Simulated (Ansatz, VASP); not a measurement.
## One calculation of Ge, two programs

```
Ge
1.0
     0.01508    2.89449    2.87124
     2.89449    0.01508    2.87124
     2.90956    2.90956    0.00000
Ge
2
Direct
  0.00071 0.00071 0.99929
  0.24929 0.24929 0.25071
```

Change from the starting cell: strained cell.

Alike in both runs: functional PBE; k mesh 10 × 10 × 10; occupations gaussian, width 0.1 eV; no spin polarisation.

Ansatz relaxed the structure, and its values are those at the end. VASP's run is a single point on that final structure, the one shown.

```csv
,VASP,Ansatz
version,VASP 6.6.1,Ansatz 0.2.0
potentials or method,"VASP PAW PBE potentials, release 64 (Ge_d), cutoff 500 eV","scalar-relativistic, plane waves, PAW"
valence electrons in the cell,28,28
```

Ansatz gave:

- gap on the k mesh at the Fermi level (eV): none
- pressure (GPa): -0.3

Question: Estimate VASP's values.

Answer: gap on the k mesh at the Fermi level (eV): none; pressure (GPa): -0.5.

A gap of «none» marks a metal or a gap that the smearing closes. Ansatz's warnings: stress scf threshold loose.
